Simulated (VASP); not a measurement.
# Ti12HN12 in VASP: a series of runs

Runs on Ti12HN12. Level: PBE+D3(BJ). Tasks: single point.

Everything below comes from runs of VASP 6.6.1. Logs are shortened: lines on timing, memory, paths and dates and some standing lists are left out, and cuts for length are marked.

### Step 1. The cell of the first run

The cell holds a slab with vacuum, 25 atoms: a = 5.947 Å, b = 5.947 Å, c = 21.653 Å, α = 90.00°, β = 90.00°, γ = 90.00°.

### Step 2. Single point, PBE+D3(BJ)

The input, INCAR:

```
PREC = Accurate ; ENCUT = 520
EDIFF = 1E-7 ; ISMEAR = 0
SIGMA = 0.1 ; LREAL = Auto
LASPH = T ; NELM = 60
ALGO = Normal ; ISIF = 2
LWAVE = F ; LCHARG = T
LDIPOL = T ; IDIPOL = 3
DIPOL = 0.5 0.5 0.289 ; GGA = PE
IVDW = 12 ; LELF = T
LVHAR = T ; LVACPOTAV = T
NBANDS = 120
```

The input, KPOINTS:

```
Automatic mesh
0
Gamma
  5 5 1
```

The input, POSCAR:

```
Ti12HN12
1.0
    5.9473589866      0.0000000000      0.0000000000
    0.0000000000      5.9473589866      0.0000000000
    0.0000000000      0.0000000000     21.6533569277
Ti N H
12 12 1
Direct
    0.2500000000      0.2500000000      0.1847288628
    0.2500000000      0.7500000000      0.1847288628
    0.7500000000      0.2500000000      0.1847288628
    0.7500000000      0.7500000000      0.1847288628
    0.0000000000      0.0000000000      0.2801771125
    0.0000000000      0.5000000000      0.2801771125
    0.5000000000      0.0000000000      0.2801771125
    0.5000000000      0.5000000000      0.2801771125
    0.2500000000      0.2500000000      0.3715894834
    0.2500000000      0.7500000000      0.3715894834
    0.7500000000      0.2500000000      0.3715894834
    0.7500000000      0.7500000000      0.3715894834
    0.0000000000      0.0000000000      0.1847288628
    0.0000000000      0.5000000000      0.1847288628
    0.5000000000      0.0000000000      0.1847288628
    0.5000000000      0.5000000000      0.1847288628
    0.2500000000      0.2500000000      0.2786780157
    0.2500000000      0.7500000000      0.2786780157
    0.7500000000      0.2500000000      0.2786780157
    0.7500000000      0.7500000000      0.2786780157
    0.0000000000      0.0000000000      0.3811583098
    0.0000000000      0.5000000000      0.3811583098
    0.5000000000      0.0000000000      0.3811583098
    0.5000000000      0.5000000000      0.3811583098
    0.0833333333      0.2500000000      0.4966138490
```

Potentials or basis: VASP PAW PBE potentials, release 64 (Ti_sv, N, H).

Command:

```bash
$ cat potpaw_PBE.64/Ti_sv/POTCAR potpaw_PBE.64/N/POTCAR potpaw_PBE.64/H/POTCAR > POTCAR
$ mpirun -np 1 vasp_std > vasp.out
```

OUTCAR:

```text
PREC = Accurate
   ENCUT = 520
   EDIFF = 1E-7
   ISMEAR = 0
   LREAL = Auto
   LASPH = T
   NELM = 60
   ISIF = 2
   GGA = PE
   IVDW = 12
 IVDW          = 12

 ion  position               nearest neighbor table
   1  0.250  0.250  0.185-  17 2.03  14 2.10  15 2.10  16 2.10  13 2.10
   2  0.250  0.750  0.185-  18 2.03  14 2.10  15 2.10  16 2.10  13 2.10
   3  0.750  0.250  0.185-  19 2.03  14 2.10  15 2.10  16 2.10  13 2.10
   4  0.750  0.750  0.185-  20 2.03  14 2.10  15 2.10  16 2.10  13 2.10
   5  0.000  0.000  0.280-  13 2.07  17 2.10  18 2.10  19 2.10  20 2.10  21 2.19  11 2.89  12 2.89
                             9 2.89  10 2.89
   6  0.000  0.500  0.280-  14 2.07  17 2.10  18 2.10  19 2.10  20 2.10  22 2.19  11 2.89  12 2.89
                             9 2.89  10 2.89
   7  0.500  0.000  0.280-  15 2.07  17 2.10  18 2.10  19 2.10  20 2.10  23 2.19  11 2.89  12 2.89
                             9 2.89  10 2.89
   8  0.500  0.500  0.280-  16 2.07  17 2.10  18 2.10  19 2.10  20 2.10  24 2.19  11 2.89  12 2.89
                             9 2.89  10 2.89
   9  0.250  0.250  0.372-  17 2.01  21 2.11  22 2.11  23 2.11  24 2.11   6 2.89   7 2.89   8 2.89
                             5 2.89
  10  0.250  0.750  0.372-  18 2.01  21 2.11  22 2.11  23 2.11  24 2.11   6 2.89   7 2.89   8 2.89
                             5 2.89
  11  0.750  0.250  0.372-  19 2.01  21 2.11  22 2.11  23 2.11  24 2.11   6 2.89   7 2.89   8 2.89
                             5 2.89
  12  0.750  0.750  0.372-  20 2.01  21 2.11  22 2.11  23 2.11  24 2.11   6 2.89   7 2.89   8 2.89
                             5 2.89
  13  0.000  0.000  0.185-   5 2.07   2 2.10   3 2.10   4 2.10   1 2.10
  14  0.000  0.500  0.185-   6 2.07   2 2.10   3 2.10   4 2.10   1 2.10
  15  0.500  0.000  0.185-   7 2.07   2 2.10   3 2.10   4 2.10   1 2.10
  16  0.500  0.500  0.185-   8 2.07   2 2.10   3 2.10   4 2.10   1 2.10
  17  0.250  0.250  0.279-   9 2.01   1 2.03   6 2.10   7 2.10   8 2.10   5 2.10
  18  0.250  0.750  0.279-  10 2.01   2 2.03   6 2.10   7 2.10   8 2.10   5 2.10
  19  0.750  0.250  0.279-  11 2.01   3 2.03   6 2.10   7 2.10   8 2.10   5 2.10
  20  0.750  0.750  0.279-  12 2.01   4 2.03   6 2.10   7 2.10   8 2.10   5 2.10
  21  0.000  0.000  0.381-   9 2.11  10 2.11  11 2.11  12 2.11   5 2.19
  22  0.000  0.500  0.381-   9 2.11  10 2.11  11 2.11  12 2.11   6 2.19
  23  0.500  0.000  0.381-   9 2.11  10 2.11  11 2.11  12 2.11   7 2.19
  24  0.500  0.500  0.381-   9 2.11  10 2.11  11 2.11  12 2.11   8 2.19
  25  0.083  0.250  0.497-

  LATTYP: Found a simple tetragonal cell.
 ALAT       =     5.9473589866
 C/A-ratio  =     3.6408357014

  Lattice vectors:

 A1 = (   5.9473589866,   0.0000000000,   0.0000000000)
 A2 = (   0.0000000000,   5.9473589866,   0.0000000000)
 A3 = (   0.0000000000,   0.0000000000,  21.6533569277)

Analysis of symmetry for initial positions (statically):
=====================================================================
 Subroutine PRICEL returns:
 Original cell was already a primitive cell.

 Routine SETGRP: Setting up the symmetry group for a
 simple tetragonal supercell.

 Subroutine GETGRP returns: Found  2 space group operations
 (whereof  1 operations were pure point group operations)
 out of a pool of 16 trial point group operations.

The static configuration has the point symmetry C_1 .
 The point group associated with its full space group is C_1h.

Analysis of symmetry for dynamics (positions and initial velocities):
=====================================================================
 Subroutine PRICEL returns:
 Original cell was already a primitive cell.

 Routine SETGRP: Setting up the symmetry group for a
 simple tetragonal supercell.

 Subroutine GETGRP returns: Found  2 space group operations
 (whereof  1 operations were pure point group operations)
 out of a pool of 16 trial point group operations.

The dynamic configuration has the point symmetry C_1 .
 The point group associated with its full space group is C_1h.

 Subroutine INISYM returns: Found  2 space group operations
 (whereof  1 operations are pure point group operations),
 and found     1 'primitive' translations

----------------------------------------------------------------------------------------

                                     Primitive cell

  volume of cell :     765.9026

  direct lattice vectors                    reciprocal lattice vectors
     5.947358987  0.000000000  0.000000000     0.168141860  0.000000000  0.000000000
     0.000000000  5.947358987  0.000000000     0.000000000  0.168141860  0.000000000
     0.000000000  0.000000000 21.653356928     0.000000000  0.000000000  0.046182216
[... 73 lines left out ...]

  Length of vectors
     0.033628372  0.033628372  0.046182216

  Shift w.r.t. Gamma in fractional coordinates (k-lattice)
     0.000000000  0.000000000  0.000000000

 Subroutine IBZKPT returns following result:
 ===========================================

 Found      9 irreducible k-points:

 Following reciprocal coordinates:
            Coordinates               Weight
  0.000000  0.000000  0.000000      1.000000
  0.200000  0.000000  0.000000      2.000000
  0.000000  0.200000  0.000000      2.000000
  0.400000  0.000000  0.000000      2.000000
  0.000000  0.400000  0.000000      2.000000
  0.200000  0.200000  0.000000      4.000000
  0.400000  0.200000  0.000000      4.000000
 -0.200000  0.400000  0.000000      4.000000
  0.400000  0.400000  0.000000      4.000000
   k-points           NKPTS =      9   k-points in BZ     NKDIM =      9   number of bands    NBANDS=    120
   number of dos      NEDOS =    301   number of ions     NIONS =     25
   total plane-waves  NPLWV = 373248
   dimension x,y,z NGX =    48 NGY =   48 NGZ =  162
   dimension x,y,z NGXF=    96 NGYF=   96 NGZF=  324
   ions per type =              12  12   1
   NGX,Y,Z   is equivalent  to a cutoff of  13.42, 13.42, 12.44 a.u.
   NGXF,Y,Z  is equivalent  to a cutoff of  26.83, 26.83, 24.88 a.u.
 SYSTEM =  unknown system
   PREC   = accura    normal or accurate (medium, high low for compatibility)
   ISTART =      0    job   : 0-new  1-cont  2-samecut
   ICHARG =      2    charge: 1-file 2-atom 10-const
   ISPIN  =      1    spin polarized calculation?
   LNONCOLLINEAR =      F non collinear calculations
   LSORBIT =      F    spin-orbit coupling
   LASPH  =      T    aspherical Exc in radial PAW
   ENCUT  =  520.0 eV  38.22 Ry    6.18 a.u.  11.06 11.06 40.26*2*pi/ulx,y,z
   NELM   =     60;   NELMIN=  2; NELMDL= -5     # of ELM steps
   EDIFF  = 0.1E-06   stopping-criterion for ELM
   LREAL  =      T    real-space projection
   EDIFFG = 0.1E-05   stopping-criterion for IOM
   NSW    =      0    number of steps for IOM
   IBRION =     -1    ionic relax: 0-MD 1-quasi-New 2-CG
   NFREE  =      0    steps in history (QN), initial steepest desc. (CG)
   ISIF   =      2    stress and relaxation
   ISYM   =      2    0-nonsym 1-usesym 2-fastsym
   POTIM  = 0.5000    time-step for ionic-motion
   TEBEG  =    0.0;   TEEND  =   0.0 temperature during run
   PSTRESS=    0.0 pullay stress
   NELECT =     205.0000    total number of electrons
   NUPDOWN=      -1.0000    fix difference up-down
   EMIN   =  10.00;   EMAX   =-10.00  energy-range for DOS
   EFERMI =   0.00;   METHOD = LEGACY
   ISMEAR =     0;   SIGMA  =   0.10  broadening in eV -4-tet -1-fermi 0-gaus
   EFERMI_NEDOS =   21; number of points for ismear=-14 and -15
   IALGO  =     38    algorithm
   IMIX   =      4    mixing-type and parameters
     AMIX     =   0.40;   BMIX     =  1.00
     AMIX_MAG =   1.60;   BMIX_MAG =  1.00
  volume/ion in A,a.u.               =      30.64       206.74
  Fermi-wavevector in a.u.,A,eV,Ry     =   1.055038  1.993734 15.144727  1.113106
  Thomas-Fermi vector in A             =   2.190221
   LORBIT       =      0    0 simple, 1 ext, 2 COOP (PROOUT), +10 PAW based schemes
   GGA     = PE    functional components
   LHFCALC =     F    Hartree Fock is set to
   AEXX    =    0.0000 exact exchange contribution
   IVDW    =    12    specifies the selected vdW correction
   LEPSILON=     F    determine dielectric tensor
   LRPA    =     F    only Hartree local field effects (RPA)
 non-spin polarized calculation
 Gauss-broadening in eV      SIGMA  =   0.10
  energy-cutoff  :      520.00
  volume of cell :      765.90
 maximum number of plane-waves:     20646
 NGX is ok and might be reduce to    48
   NGX = 23   NGY = 23   NGZ = 81

 dipolmoment           0.000000      0.000000     -1.522118 electrons x Angstroem

 number of electron     204.9999951 magnetization

 dipolmoment           0.000000      0.000000      0.632365 electrons x Angstroem

 Free energy of the ion-electron system (eV)
  ---------------------------------------------------
  ext. energy  EPLUGINS =         0.00000000
  ---------------------------------------------------
  free energy    TOTEN  =      -231.01193718 eV

  energy without entropy =     -230.96367700  energy(sigma->0) =     -230.98780709

 E-fermi :   0.6795     XC(G=0):  -4.8728

 val. band max:        0.6786902465   @ k =   0.2000   0.2000   0.0000
 cond. band min:       0.7093203737   @ k =   0.2000   0.0000   0.0000
 fundamental gap:      0.0306301272
 Fermi energy:         0.6795291527

 k-point     1 :       0.0000    0.0000    0.0000
  band No.  band energies     occupation
      1     -57.2868      2.00000
      2     -57.2460      2.00000
      3     -57.2314      2.00000
      4     -57.1866      2.00000
      5     -57.1286      2.00000
      6     -57.0913      2.00000
[... 1042 lines left out ...]
    113       1.8078      0.00000
    114       1.8105      0.00000
 [bands above 114 left out]

------------------------ aborting loop because EDIFF is reached ----------------------------------------

 Edisp (eV)   -7.73724

 E8    (eV) :    -3.3960

  FORCE on cell =-STRESS in cart. coord.  units (eV):
  Direction    XX          YY          ZZ          XY          YZ          ZX
  --------------------------------------------------------------------------------------
  -------------------------------------------------------------------------------------
  Total     -16.11495   -14.94465    -1.28565     0.00000     0.00000     0.69010
  in kB     -33.71057   -31.26243    -2.68942     0.00000     0.00000     1.44361
  external pressure =      -22.55 kB  Pullay stress =        0.00 kB

 VOLUME and BASIS-vectors are now :
 -----------------------------------------------------------------------------
  energy-cutoff  :      520.00
  volume of cell :      765.90
      direct lattice vectors                 reciprocal lattice vectors
     5.947358987  0.000000000  0.000000000     0.168141860  0.000000000  0.000000000
     0.000000000  5.947358987  0.000000000     0.000000000  0.168141860  0.000000000
     0.000000000  0.000000000 21.653356928     0.000000000  0.000000000  0.046182216

 POSITION                                       TOTAL-FORCE (eV/Angst)
 -----------------------------------------------------------------------------------
      1.48684      1.48684      4.00000        -0.032061      0.000000      1.582678
      1.48684      4.46052      4.00000        -0.006718      0.000000      1.804676
      4.46052      1.48684      4.00000         0.029387      0.000000      1.717769
      4.46052      4.46052      4.00000         0.010781      0.000000      1.852159
      0.00000      0.00000      6.06678        -0.007842     -0.052730     -0.015541
      0.00000      2.97368      6.06678        -0.007842      0.052730     -0.015541
[... 17 lines left out ...]
      2.97368      2.97368      8.25336         0.056554      0.076382     -0.477321
      0.49561      1.48684     10.75336         0.255370      0.000000     -0.973828
 -----------------------------------------------------------------------------------
    total drift:                               -0.000033     -0.000000      0.136413

  FREE ENERGIE OF THE ION-ELECTRON SYSTEM (eV)
  ---------------------------------------------------
  free  energy   TOTEN  =      -238.7491783499 eV

  energy  without entropy=     -238.7009181718  energy(sigma->0) =     -238.72504826

 vacuum level on the upper side and lower side of the slab         6.330         3.095
```

It took 28 min on 1 thread of AMD EPYC 9R45 (Zen 5), shared host; peak memory 1 GiB.

Results:

```yaml
Free_energy: -238.7492 eV
Largest_force: 2.223 eV/Å
Band_gap_on_the_k_mesh: zero (an odd number of electrons rules out a gap without spin polarisation)
Dispersion_energy_per_atom: -0.309 eV
```

Forces on the atoms (eV/Å):
```
Ti  -0.032  0.000  1.583
Ti  -0.007  0.000  1.805
Ti   0.029  0.000  1.718
Ti   0.011  0.000  1.852
Ti  -0.008 -0.053 -0.016
Ti  -0.008  0.053 -0.016
Ti   0.002  0.023  0.009
Ti   0.002 -0.023  0.009
Ti  -0.511  0.000  2.163
Ti  -0.124  0.000  0.599
Ti   0.324  0.000  0.998
Ti   0.135  0.000  0.482
N    0.000 -0.023 -1.779
N    0.000  0.023 -1.779
N   -0.004  0.014 -1.830
N   -0.004 -0.014 -1.830
N    0.030  0.000 -0.193
N   -0.024  0.000 -0.067
N   -0.016  0.000 -0.078
N    0.027  0.000 -0.076
N   -0.096 -0.221 -0.812
N   -0.096  0.221 -0.812
N    0.057 -0.076 -0.477
N    0.057  0.076 -0.477
H    0.255  0.000 -0.974
```

Levels at points of the mesh, in eV from the Fermi level:
| k point | band 99 | band 100 | band 101 | band 102 | band 103 | band 104 | band 105 | band 106 |
| --- | --- | --- | --- | --- | --- | --- | --- | --- |
| (0.00, 0.00, 0.00) | -1.88 | -1.82 | -0.81 | -0.37 | 0.04 | 0.05 | 0.17 | 0.50 |

### Step 3. Single point, PBE+D3(BJ)

The input, INCAR:

```
SYSTEM = Ti12HN12
ALGO = Normal
DIPOL = 0.5 0.5 0.289
EDIFF = 1E-7
ENCUT = 520
GGA = PE
IDIPOL = 3
ISIF = 2
ISMEAR = 0
IVDW = 12
LASPH = .TRUE.
LCHARG = .TRUE.
LDIPOL = .TRUE.
LELF = .TRUE.
LREAL = Auto
LVACPOTAV = .TRUE.
LVHAR = .TRUE.
LWAVE = .FALSE.
NBANDS = 120
NELM = 60
PREC = Accurate
SIGMA = 0.1
```

The input, KPOINTS:

```
k-points
0
G
  5 5 1
  0 0 0
```

Edit POSCAR of step 2 so:

```diff
@@ -32,2 +32,2 @@
     0.5000000000      0.5000000000      0.3811583098
-    0.0833333333      0.2500000000      0.4966138490
+    0.0000000000      0.0833333333      0.4966138490
```

Potentials or basis: VASP PAW PBE potentials, release 64 (Ti_sv, N, H).

Command:

```bash
$ cat potpaw_PBE.64/Ti_sv/POTCAR potpaw_PBE.64/N/POTCAR potpaw_PBE.64/H/POTCAR > POTCAR
$ mpirun -np 1 vasp_std > vasp.out
```

It took 38 min on 1 thread of Intel Xeon Platinum 8488C (Sapphire Rapids), shared host; peak memory 1.1 GiB.

It converged, with:

```
Free energy                : -238.5182 eV
Largest force              : 1.869 eV/Å
Band gap on the k mesh     : zero (an odd number of electrons rules out a gap without spin polarisation)
Dispersion energy per atom : -0.310 eV
```

Forces on the atoms (eV/Å):
```
Ti  -0.025 -0.009  1.675
Ti  -0.014  0.017  1.780
Ti   0.025 -0.009  1.675
Ti   0.014  0.017  1.780
Ti   0.000 -0.037 -0.181
Ti   0.000  0.029 -0.003
Ti   0.000  0.006 -0.002
Ti   0.000 -0.025  0.097
Ti  -0.322 -0.209  1.145
Ti  -0.164  0.157  0.635
Ti   0.322 -0.209  1.145
Ti   0.164  0.157  0.635
N    0.000 -0.030 -1.700
N    0.000  0.008 -1.775
N    0.000  0.016 -1.782
N    0.000 -0.005 -1.869
N    0.009 -0.003 -0.102
N   -0.023  0.011 -0.091
N   -0.009 -0.003 -0.102
N    0.023  0.011 -0.091
N    0.000 -0.172 -0.864
N    0.000  0.076 -0.534
N    0.000 -0.033 -0.459
N    0.000  0.039 -0.429
H    0.000  0.201 -0.584
```

Levels at points of the mesh, in eV from the Fermi level:
| k point | band 98 | band 99 | band 100 | band 101 | band 102 | band 103 | band 104 | band 105 | band 106 | band 107 |
| --- | --- | --- | --- | --- | --- | --- | --- | --- | --- | --- |
| (0.00, 0.00, 0.00) | -1.90 | -1.90 | -1.82 | -0.81 | -0.33 | 0.04 | 0.04 | 0.23 | 0.50 | 0.50 |
